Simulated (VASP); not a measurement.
Crystal: PbS.

```
Pb S
1.0
     0.00000    2.98723    2.98723
     2.98723    0.00000    2.98723
     2.98723    2.98723    0.00000
Pb S
1 1
Cartesian
  0.0000 0.0000 0.0000
  2.9872 2.9872 2.9872
```

Program: VASP 6.6.1. Alike in all runs: task single point; potentials or basis VASP PAW PBE potentials, release 64 (Pb_d, S); no spin polarisation; cell as given; cutoff (eV) 520. Hardware: 1 thread of Intel Xeon 6455B, on a shared host.

**Question.** Order these runs on this cell by their wall time, lowest first.
A. level r2SCAN; k mesh 8 × 8 × 8; smearing gaussian 0.01 eV
B. level PBE; k mesh 8 × 8 × 8; smearing fermi-dirac 0.02 eV
C. level PBE; k mesh 4 × 4 × 4; smearing gaussian 0.01 eV

**Answer.** C (4.7 s), B (14 s), A (62 s).

Caveats: some runs use coarse meshes.
